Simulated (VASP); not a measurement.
Runs of VASP 6.6.1 on TlBr. The structure is that of space group Pm-3m (No. 221), or close to it. The cells are those of the table. 

```tsv
level	cell	cutoff (eV)	gap on the mesh (eV)	pressure (GPa)
PBEsol	a = 3.940 Å, 2 atoms	500	1.65	(c)
PBE	a = 3.833 Å, 2 atoms	500	1.53	(b)
r2SCAN	a = 3.848 Å, 2 atoms	550	(a)	3.7
PBE	a = 3.846 Å, 2 atoms	500	1.56	4.6
```

Alike in all rows: task single point; potentials or basis VASP PAW PBE potentials, release 64 (Tl_d, Br); no spin polarisation; k mesh 8 × 8 × 8; smearing gaussian 0.02 eV.

Question: Estimate the missing entries.

Answer: (a) 2.02; (b) 5.0; (c) -0.5.

Caveats: spin-orbit coupling is left out, which moves the levels of the heavy elements; the cell stands under pressure (at least some runs); the PAW data sets were made with another functional, which shifts forces and pressure a little (at least some runs).

A k mesh can miss the band edges, and the runs leave out spin-orbit coupling on Br, Tl.
